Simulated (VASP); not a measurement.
Here is a VASP 6.6.1 calculation.

INCAR

```
PREC = Accurate ; ENCUT = 520
EDIFF = 1E-6 ; ISMEAR = -1
SIGMA = 0.05 ; LREAL = F
LASPH = T ; NELM = 100
ALGO = Normal ; ISIF = 2
LWAVE = F ; LCHARG = F
NBANDS = 15
```

KPOINTS

```
regular mesh
0
Gamma
  11 11 11
```

The input POSCAR:

```
TiC
1.0
    3.1030934367      0.0000000000      0.0000000000
    1.5515467184      2.6873577465      0.0000000000
    1.5515467184      0.8957859155      2.5336651814
Ti C
1 1
Direct
    0.0000000000      0.0000000000      0.0000000000
    0.5000000000      0.5000000000      0.5000000000
```

Potentials or basis: VASP PAW LDA potentials, release 64 (Ti_sv, C).

Launch:

```console
$ cat potpaw_LDA.64/Ti_sv/POTCAR potpaw_LDA.64/C/POTCAR > POTCAR
$ mpirun -np 1 vasp_std > vasp.out
```

Estimate the pressure.

-20.4 GPa.

What does it give for the band gap on the k mesh?

Zero (band 8 reaches 9.39 eV, above the bottom of band 9 at 8.37 eV).
